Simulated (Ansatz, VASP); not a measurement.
## Rb: VASP beside Ansatz

```
Rb
1.0
     9.14717    0.00000    0.00000
     0.00000    9.14717    0.00000
     0.00000    0.00000    9.14717
Rb
8
Direct
  0.00000 0.00000 0.00000
  0.50000 0.50000 0.50000
  0.25000 0.00000 0.50000
  0.75000 0.00000 0.50000
  0.50000 0.25000 0.00000
  0.50000 0.75000 0.00000
  0.00000 0.50000 0.25000
  0.00000 0.50000 0.75000
```

Alike in both runs: functional r2SCAN; k mesh 3 × 3 × 3; occupations fermi-dirac, width 0.1 eV; no spin polarisation.

Ansatz relaxed the structure, and its values are those at the end. VASP's run is a single point on that final structure, the one shown.

|  | VASP | Ansatz |
| --- | --- | --- |
| version | VASP 6.6.1 | Ansatz 0.2.0 |
| potentials or method | VASP PAW PBE potentials, release 64 (Rb_sv), cutoff 520 eV | plane waves (500 eV) with PAW, scalar-relativistic |
| valence electrons in the cell | 72 | 72 |

|  | VASP | Ansatz | Ansatz less VASP |
| --- | --- | --- | --- |
| pressure (GPa) | 0.0 | 0.0 | 0.00 |

VASP's potentials were made for PBE, not for r2SCAN.
